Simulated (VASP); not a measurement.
The system is SrO.

```
Sr O
1.0
     0.07929    2.65918    2.65918
     2.65918    0.07929    2.65918
     2.65918    2.65918    0.07929
Sr O
1 1
Direct
  0.00000 0.00000 0.00000
  0.50000 0.50000 0.50000
```

This cell differs from its parent crystal: strain along [111] +4.6%.

Base run:

```yaml
Program: VASP 6.6.1
Functional: PBE
Potentials_or_basis: VASP PAW PBE potentials, release 64 (Sr_sv, O)
Cutoff: 520 eV
k_mesh: 8 × 8 × 8
Occupations: fermi-dirac, width 0.02 eV
Spin: no spin polarisation
```

Its results: band gap on the k mesh 3.24 eV, indirect (least direct gap 3.36 eV); pressure -1.6 GPa.

Problem. The run is repeated on the same cell with these changes: functional from PBE to r2SCAN; occupations from fermi-dirac, width 0.02 eV to gaussian, width 0.01 eV. What comes out?

Solution. Band gap on the k mesh 3.71 eV, indirect (least direct gap 3.83 eV); pressure -3.5 GPa.

Caveats: the PAW data sets were made with another functional, which shifts forces and pressure a little (some runs).

A k mesh can miss the band edges.
